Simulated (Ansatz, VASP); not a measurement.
## Mg2C in VASP and in Ansatz

```
CELL_PARAMETERS angstrom
0.00000 2.71094 2.71094
2.71094 0.00000 2.71094
2.71094 2.71094 0.00000
ATOMIC_POSITIONS crystal
C 0.00000 0.00000 0.00000
Mg 0.25000 0.25000 0.25000
Mg 0.75000 0.75000 0.75000
```

Alike in both runs: task single point; functional PBE-based screened hybrid; k mesh 4 × 4 × 4; no spin polarisation.

|  | VASP | Ansatz |
| --- | --- | --- |
| version | VASP 6.6.1 | Ansatz 0.2.0 |
| potentials or method | VASP PAW PBE potentials, release 64 (C, Mg) | plane waves |
| plane-wave cutoff (eV) | 520 | 420 |
| occupations | gaussian, width 0.01 eV | fixed |
| valence electrons in the cell | 8 | 24 |

VASP gave:

```
gap on the k mesh at the Fermi level (eV) : 1.10
pressure (GPa)                            : 0.2
```

Which values does Ansatz return?

gap on the k mesh at the Fermi level (eV): 1.10; pressure (GPa): 0.3.

VASP's potentials were made for PBE, not for PBE-based screened hybrid. VASP's potentials hold 8 valence electrons a cell and Ansatz's 24, so a difference there can come from the potentials and not from the codes. Ansatz's warnings: stress exchange threshold loose, stress scf threshold loose.

The k mesh is coarse, so the values compare programs but aren't converged.
